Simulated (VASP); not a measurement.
Crystal: AgCl (wurtzite type).

```xyz
4
Lattice="4.2982 0.0000 0.0000 -2.1491 3.7223 0.0000 0.0000 0.0000 6.9459" Properties=species:S:1:pos:R:3 pbc="T T T"
Ag    0.0000    2.4816   -0.0097
Ag    2.1491    1.2408    3.4632
Cl    0.0000    2.4816    2.6214
Cl    2.1491    1.2408    6.0943
```

Base run:

| Quantity | Value |
| --- | --- |
| Program | VASP 6.6.1 |
| Functional | PBE |
| Dispersion | D3(BJ) |
| Potentials or basis | VASP PAW PBE potentials, release 64 (Ag, Cl) |
| Cutoff | 520 eV |
| k mesh | 11 × 11 × 6 |
| Occupations | fermi-dirac, width 0.05 eV |
| Spin | no spin polarisation |

Its results: band gap on the k mesh 1.30 eV; pressure -1.7 GPa.

**Question.** The run is repeated on the same cell with these changes: dispersion from D3(BJ) to none. What comes out?

**Answer.** Band gap on the k mesh 1.30 eV; pressure -0.1 GPa.

Dispersion adds attraction, which lowers the pressure at fixed volume and, as a term added to the energy, leaves the levels alone.

Caveats: three body term missing (at least some runs).

A k mesh can miss the band edges.
